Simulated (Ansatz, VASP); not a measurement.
## WSe2 in VASP and in Ansatz

File INCAR:

```
SYSTEM = WSe2
  ALGO = Normal
  EDIFF = 1E-8
  ENCUT = 520
  GGA = PE
  ISIF = 2
  ISMEAR = -1
  LASPH = .TRUE.
  LCHARG = .FALSE.
  LEFG = .TRUE.
  LREAL = .FALSE.
  LWAVE = .FALSE.
  NBANDS = 20
  NELM = 100
  PREC = Accurate
  SIGMA = 0.05
```

Contents of KPOINTS:

```
k-points
0
G
  11 11 11
  0 0 0
```

POSCAR

```
WSe2
1.0
    0.0000000000      3.1013376318      3.1013376318
    3.1013376318      0.0000000000      3.1013376318
    3.1013376318      3.1013376318      0.0000000000
W Se
1 2
Direct
    0.0000000000      0.0000000000      0.0000000000
    0.2500000000      0.2500000000      0.2500000000
    0.7500000000      0.7500000000      0.7500000000
```

Input for Ansatz:

```yaml
crystal:
  lattice:
    - [0.0, 3.1013376318, 3.1013376318]
    - [3.1013376318, 0.0, 3.1013376318]
    - [3.1013376318, 3.1013376318, 0.0]
  atoms:
    - { symbol: W, position: [0.0, 0.0, 0.0] }
    - { symbol: Se, position: [0.25, 0.25, 0.25] }
    - { symbol: Se, position: [0.75, 0.75, 0.75] }
kpoints:
  mp_grid: { grid: [11, 11, 11] }
  band_path:
    path:
      - [0.0, 0.0, 0.0]
      - [0.5, 0.0, 0.5]
      - [0.625, 0.25, 0.625]
      - [0.375, 0.375, 0.75]
      - [0.0, 0.0, 0.0]
      - [0.5, 0.5, 0.5]
      - [0.5, 0.25, 0.75]
      - [0.5, 0.0, 0.5]
    npoints: 8
scf:
  occupations: { method: fermi_dirac, width: 0.05 }
hamiltonian:
  xc: pbe
  pseudopotentials: { kind: paw }
output:
  forces: true
  stress: true
  eigenvalues: true
  efg: { contact_densities: true }
  populations: true
  bader: true
  dos: { projected: true, de: 0.2, e_range: [-14, 8] }
```

Alike in both runs: task electric field gradients; functional PBE; k mesh 11 × 11 × 11; occupations fermi-dirac, width 0.05 eV; no spin polarisation.

|  | VASP | Ansatz |
| --- | --- | --- |
| version | VASP 6.6.1 | Ansatz 0.2.0 |
| potentials or method | VASP PAW PBE potentials, release 64 (W_sv, Se) | PAW with Ansatz's default frozen-core files, scalar-relativistic |
| plane-wave cutoff (eV) | 520 | 420 |
| valence electrons in the cell | 26 | 46 |

```tsv
	VASP	Ansatz	Ansatz less VASP
pressure (GPa)	0.2	0.0	-0.20
```

VASP's potentials hold 26 valence electrons a cell and Ansatz's 46, so a difference there can come from the potentials and not from the codes.

Neither program's run includes spin-orbit coupling.
